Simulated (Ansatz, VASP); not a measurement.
**In: VASP beside Ansatz**

```
In
1.0
     2.79065    0.00000    0.00000
    -1.39533    2.41678    0.00000
     0.00000    0.00000    4.53096
In
2
Direct
  0.33333 0.66667 0.25000
  0.66667 0.33333 0.75000
```

Change from the starting cell: volume scaled by 0.55, LAPW.

Alike in both runs: task single point; functional PBE; k mesh 13 × 13 × 7; occupations fermi-dirac, width 0.08 eV; no spin polarisation.

```csv
,VASP,Ansatz
version,VASP 6.6.1,Ansatz 0.2.0
potentials or method,"VASP PAW PBE potentials, release 64 (In_d), cutoff 520 eV","all-electron LAPW, scalar-relativistic"
```

|  | VASP | Ansatz | Ansatz less VASP |
| --- | --- | --- | --- |
| pressure (GPa) | 95.0 | 94.7 | -0.26 |

Both programs put the cell under a high pressure, so it lies far from rest at this level. Ansatz ran all-electron here, and VASP with PAW potentials.

Noted on VASP's run: the cell as given lies far from equilibrium.
